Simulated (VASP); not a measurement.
## BAs: single point with r2SCAN

Crystal: BAs.

```xyz
2
Lattice="0.0000 2.2962 2.2006 2.2962 0.0000 2.2006 2.2962 2.2962 0.0000" Properties=species:S:1:pos:R:3 pbc="T T T"
B     0.0000    0.0000    0.0000
As    3.4444    3.4444    3.3008
```

This cell differs from its parent crystal: strain -0.040 along x and y, -0.080 along z.

```
Program                : VASP 6.6.1
Task                   : single point
Functional             : r2SCAN
Potentials or basis    : VASP PAW PBE potentials, release 64 (B, As)
Cutoff                 : 520 eV
k mesh                 : 10 × 10 × 10
Occupations            : gaussian, width 0.05 eV
Spin                   : no spin polarisation
Dipole correction      : no
Further INCAR settings : ALGO = Normal; EDIFF = 1e-06; NBANDS = 11
```

* Pressure: 33.2 GPa
* Band gap on the k mesh: 0.45 eV (least direct gap 3.16 eV)

Stress tensor (GPa, compression positive):
```
29.83  0.00  0.00
 0.00 29.83  0.00
 0.00  0.00 39.82
```

Levels at points of the mesh, in eV from the valence-band top:
```tsv
k point	band 2	band 3	band 4	band 5	band 6	band 7
(0.00, 0.00, 0.00)	-0.45	-0.45	0.00	3.16	3.47	3.47
(0.50, 0.00, 0.00)	-10.86	-2.84	-2.25	3.52	4.67	5.36
(0.50, 0.50, 0.00)	-10.08	-5.68	-5.68	0.69	0.79	13.50
(0.50, 0.00, 0.50)	-10.51	-5.23	-5.15	1.27	1.47	13.00
```

Run time: 50 s on 1 thread of AMD EPYC 9R45 96-Core Processor (Zen 5), with other jobs on the host, peak memory 0.13 GiB.

Caveat: the cell differs from its parent crystal (strain -0.040 along x and y, -0.080 along z); the cell stands under pressure; the PAW data sets were made with another functional, which shifts forces and pressure a little. A k mesh can miss the band edges.
